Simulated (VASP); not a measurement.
A run of VASP 6.6.1:

INCAR

```
SYSTEM = AlGa
ALGO = Normal
EDIFF = 1E-7
ENCUT = 520
GGA = PE
ISIF = 2
ISMEAR = 0
LASPH = .TRUE.
LCHARG = .FALSE.
LREAL = .FALSE.
LWAVE = .FALSE.
NBANDS = 15
NELM = 80
PREC = Accurate
SIGMA = 0.1
```

File KPOINTS:

```
k-points
0
G
  6 6 6
  0 0 0
```

The input POSCAR:

```
AlGa
1.0
    1.4666041000      0.8467443000      4.6903840000
   -1.4666041000      0.8467443000      4.6903840000
    0.0000000000     -1.6934885000      4.6903840000
Al Ga
1 1
Direct
    0.0000000000      0.0000000000      0.0000000000
    0.5000000000      0.5000000000      0.5000000000
```

Potentials or basis: VASP PAW PBE potentials, release 64 (Al, Ga_d).

Launch:

```console
$ cat potpaw_PBE.64/Al/POTCAR potpaw_PBE.64/Ga_d/POTCAR > POTCAR
$ mpirun -np 1 vasp_std > vasp.out
```

Hardware: 1 thread of Intel(R) Xeon(R) 6975P-C (Granite Rapids) (shared host).

**Question.** Estimate the wall time of this run.

**Answer.** It took 16 s on 1 thread of Intel(R) Xeon(R) 6975P-C (Granite Rapids), on a shared host, peak memory 0.23 GiB. Counts: scf iterations 13, k points 32.
